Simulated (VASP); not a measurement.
A run of VASP 6.6.1:

File INCAR:

```
SYSTEM = KCl
PREC = Accurate
ENCUT = 520
EDIFF = 1E-6
ISMEAR = -1
SIGMA = 0.01
LREAL = .False.
LASPH = .True.
NELM = 60
ALGO = Normal
ISIF = 2
LWAVE = .False.
LCHARG = .False.
GGA = PS
NBANDS = 15
```

Contents of KPOINTS:

```
Automatic mesh
0
Gamma
  7 7 7
  0 0 0
```

File POSCAR:

```
KCl
1.0
    3.6460731784      0.0000000000      0.0000000000
    0.0000000000      3.6460731784      0.0000000000
    0.0000000000      0.0000000000      3.6460731784
K Cl
1 1
Direct
    0.0000000000      0.0000000000      0.0000000000
    0.5000000000      0.5000000000      0.5000000000
```

Potentials or basis: VASP PAW PBE potentials, release 64 (K_sv, Cl).

Launch:

```bash
$ cat potpaw_PBE.64/K_sv/POTCAR potpaw_PBE.64/Cl/POTCAR > POTCAR
$ mpirun -np 1 vasp_std > vasp.out
```

Hardware: 1 thread of Intel(R) Xeon(R) 6975P-C (Granite Rapids), on a shared host.

Problem. Estimate the wall time of this run.

Solution. Run time: 6 s on 1 thread of Intel(R) Xeon(R) 6975P-C (Granite Rapids) (shared host), peak memory 0.15 GiB. Counts: scf iterations 13, k points 20.
